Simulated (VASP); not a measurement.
A run of VASP 6.6.1:

Contents of INCAR:

```
SYSTEM = Pd
PREC     = Accurate       ! precision mode
ENCUT    = 520            ! plane-wave cutoff, eV
EDIFF    = 1E-7           ! SCF threshold, eV
ISMEAR   = -1             ! smearing method
SIGMA    = 0.05           ! smearing width, eV
LREAL    = .FALSE.        ! projectors in reciprocal space
LASPH    = .TRUE.         ! aspherical terms in the spheres
NELM     = 150            ! most SCF steps
ALGO     = Normal         ! electronic algorithm
ISIF     = 2              ! what is computed and relaxed
LWAVE    = .FALSE.        ! write WAVECAR
LCHARG   = .TRUE.         ! write CHGCAR
ISPIN    = 2              ! spin polarisation
MAGMOM   = 0.5 -0.5       ! initial moments
LORBIT   = 11             ! projections on sites
LMAXMIX  = 4              ! l up to which the mixer works
GGA      = B5             ! functional
ALDAX    = 1.0          
AGGAX    = 1.0          
AGGAC    = 1.0          
ALDAC    = 0.0          
LELF     = .TRUE.         ! ELF
LVHAR    = .TRUE.       
NBANDS   = 21             ! bands
```

The input KPOINTS:

```
Automatic mesh
0
G
  21 21 11
  0 0 0
```

File POSCAR:

```
Pd
1.0
    2.8217590248      0.0000000000      0.0000000000
   -1.4108795124      2.4437149989      0.0000000000
    0.0000000000      0.0000000000      4.7639180449
Pd
2
Direct
    0.3333333333      0.6666666667      0.2500000000
    0.6666666667      0.3333333333      0.7500000000
```

Potentials or basis: VASP PAW PBE potentials, release 64 (Pd).

Run with:

```bash
$ cat potpaw_PBE.64/Pd/POTCAR > POTCAR
$ mpirun -np 1 vasp_std > vasp.out
```

Hardware: 1 thread of Intel(R) Xeon(R) 6975P-C (Granite Rapids), with other jobs on the host.

**Question.** How long does it take, and how much memory?

**Answer.** Run time: 2.1 min on 1 thread of Intel(R) Xeon(R) 6975P-C (Granite Rapids), with other jobs on the host, peak memory 0.37 GiB. Counts: scf iterations 14, k points 288.
